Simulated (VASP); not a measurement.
The system is Ba2H3I.

```
Ba H I
1.0
     4.53640    0.00000    0.00000
    -2.26820    3.92864    0.00000
     0.00000    0.00000    8.11955
Ba H I
2 3 1
Direct
  0.66667 0.33333 0.68472
  0.33333 0.66667 0.31528
  0.66667 0.33333 0.35610
  0.33333 0.66667 0.64390
  0.00000 0.00000 0.50000
  0.00000 0.00000 0.00000
```

- Program: VASP 6.6.1
- Task: relaxation of volume and atoms at fixed shape
- Functional: LDA
- Potentials or basis: VASP PAW LDA potentials, release 64 (Ba_sv, H, I)
- Cutoff: 600 eV
- k mesh: 5 × 5 × 3
- Occupations: gaussian, width 0.05 eV
- Spin: no spin polarisation

At the start: pressure -2.7 GPa; volume 24.12 Å³/atom.

Task: Where does the relaxation end?

Result: Over 8 steps the energy falls by 19.2 meV/atom and the volume is 22.01 Å³/atom (-8.8 %); space group P-3m1 (No. 164, to 0.1 Å) before and after.

Step by step:
```csv
step,energy change (eV),largest force (eV/Å),pressure (GPa),volume (Å³)
1,0.0000,0.0586,-2.68,144.71
2,-0.0987,0.0947,-1.05,136.43
3,-0.1128,0.1339,-0.07,132.50
4,-0.1128,0.1364,0.00,132.24
5,-0.1144,0.0751,0.01,132.13
6,-0.1151,0.0110,0.02,132.01
7,-0.1151,0.0109,0.01,132.00
8,-0.1151,0.0093,0.00,132.04
```

Final structure:
```cif
data_structure
_symmetry_space_group_name_H-M 'P 1'
_symmetry_Int_Tables_number 1
_cell_length_a 4.4000
_cell_length_b 4.4000
_cell_length_c 7.8754
_cell_angle_alpha 90.000
_cell_angle_beta 90.000
_cell_angle_gamma 120.000
_cell_volume 132.04
loop_
_atom_site_label
_atom_site_type_symbol
_atom_site_fract_x
_atom_site_fract_y
_atom_site_fract_z
_atom_site_occupancy
Ba1 Ba 0.66667 0.33333 0.68696 1
Ba2 Ba 0.33333 0.66667 0.31304 1
H1 H 0.66667 0.33333 0.35630 1
H2 H 0.33333 0.66667 0.64370 1
H3 H 0.00000 0.00000 0.50000 1
I1 I 0.00000 0.00000 0.00000 1
```
